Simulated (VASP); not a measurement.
Here is a VASP 6.6.1 calculation.

INCAR

```
SYSTEM = PbO
ALGO = Normal ; EDIFF = 1E-8
ENCUT = 520 ; ISIF = 2
ISMEAR = 0 ; LASPH = .True.
LCALCEPS = .True. ; LCHARG = .False.
LMIXTAU = .True. ; LREAL = .False.
LWAVE = .False. ; METAGGA = R2SCAN
NELM = 60 ; PREC = Accurate
SIGMA = 0.01
```

File KPOINTS:

```
k-points
0
Gamma
  6 6 4
  0 0 0
```

Contents of POSCAR:

```
PbO
1.0
    3.9784492919      0.0000000000      0.0000000000
    0.0000000000      3.9784492919      0.0000000000
    0.0000000000      0.0000000000      5.0093266658
Pb O
2 2
Direct
    0.0000000000      0.5000000000      0.2364092148
    0.5000000000      0.0000000000      0.7635907852
    0.5000000000      0.5000000000      0.0000000000
    0.0000000000      0.0000000000      0.0000000000
```

Potentials or basis: VASP PAW PBE potentials, release 64 (Pb_d, O).

Launch:

```console
$ cat potpaw_PBE.64/Pb_d/POTCAR potpaw_PBE.64/O/POTCAR > POTCAR
$ mpirun -np 1 vasp_std > vasp.out
```

Question: What does it give for the electronic dielectric tensor (diagonal)?

Answer: 6.21, 6.21, 5.68.

Question: What does it give for the Born charges (mean of the diagonal)?

Answer: Pb +2.91; O -2.91 e.

Question: What does it give for the band gap on the k mesh?

Answer: 1.53 eV (least direct gap 2.69 eV).

Born effective charge tensors (e):
atom 1, Pb
```
3.19 0.00 0.00
0.00 3.19 0.00
0.00 0.00 2.34
```
atom 2, Pb
```
3.19 0.00 0.00
0.00 3.19 0.00
0.00 0.00 2.34
```
atom 3, O
```
-3.19  0.00  0.00
 0.00 -3.19  0.00
 0.00  0.00 -2.34
```
atom 4, O
```
-3.19  0.00  0.00
 0.00 -3.19  0.00
 0.00  0.00 -2.34
```

Caveat: spin-orbit coupling is left out, which moves the levels of the heavy elements. A k mesh can miss the band edges.
